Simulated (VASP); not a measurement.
The system is BeGe2O3.

```
CELL_PARAMETERS angstrom
3.08417 0.00000 0.00000
-1.54209 2.67097 0.00000
0.00000 0.00000 7.54934
ATOMIC_POSITIONS crystal
Be 0.00000 0.00000 0.00000
Ge 0.33333 0.66667 0.65599
Ge 0.66667 0.33333 0.34401
O 0.33333 0.66667 0.16590
O 0.66667 0.33333 0.83410
O 0.00000 0.00000 0.50000
```

```yaml
Program: VASP 6.6.1
Task: relaxation of cell and atoms
Functional: PBEsol
Potentials_or_basis: VASP PAW PBE potentials, release 64 (Be, Ge_d, O)
Cutoff: 600 eV
k_mesh: 9 × 9 × 4
Occupations: fermi-dirac, width 0.03 eV
Spin: no spin polarisation
```

At the start: pressure 16.8 GPa; volume 10.36 Å³/atom.

Task: Where does the relaxation end?

Result: Over 17 steps the energy falls by 365.7 meV/atom and the volume is 10.10 Å³/atom (-2.6 %); space group P-3m1 (No. 164, to 0.05 Å).

Step by step:
| step | energy change (eV) | largest force (eV/Å) | pressure (GPa) | volume (Å³) |
| --- | --- | --- | --- | --- |
| 1 | 0.0000 | 2.9109 | 16.84 | 62.19 |
| 2 | -1.0774 | 1.4180 | -11.25 | 72.52 |
| 3 | -1.0912 | 1.5715 | -9.21 | 71.30 |
| 4 | -1.6632 | 1.1124 | -5.93 | 67.63 |
| 5 | -1.9434 | 0.7099 | 0.13 | 63.30 |
| 6 | -1.9439 | 0.6438 | -0.50 | 63.59 |
| 7 | -2.0896 | 0.2794 | -0.53 | 62.61 |
| 8 | -2.1233 | 0.8750 | -0.27 | 61.34 |
| 9 | -2.1301 | 0.7132 | -0.35 | 61.72 |
| 10 | -2.1857 | 0.0408 | -1.33 | 60.76 |
| 11 | -2.1900 | 0.1713 | -1.19 | 60.97 |
| 12 | -2.1915 | 0.0507 | 1.37 | 60.08 |
| 13 | -2.1938 | 0.0590 | 0.35 | 60.47 |
| 14 | -2.1937 | 0.0627 | 0.16 | 60.48 |
| 15 | -2.1941 | 0.0246 | -0.04 | 60.60 |
| 16 | -2.1941 | 0.0251 | -0.04 | 60.60 |
| 17 | -2.1941 | 0.0047 | 0.04 | 60.60 |

Final structure:
```xyz
6
Lattice="2.9053 0.0000 0.0000 -1.4526 2.5161 0.0000 0.0000 0.0000 8.2896" Properties=species:S:1:pos:R:3 pbc="T T T"
Be    0.0000    0.0000    0.0000
Ge    0.0000    1.6774    5.6950
Ge    1.4526    0.8387    2.5946
O     0.0000    1.6774    0.9515
O     1.4526    0.8387    7.3381
O     0.0000    0.0000    4.1448
```

Caveat: the PAW data sets were made with another functional, which shifts forces and pressure a little.
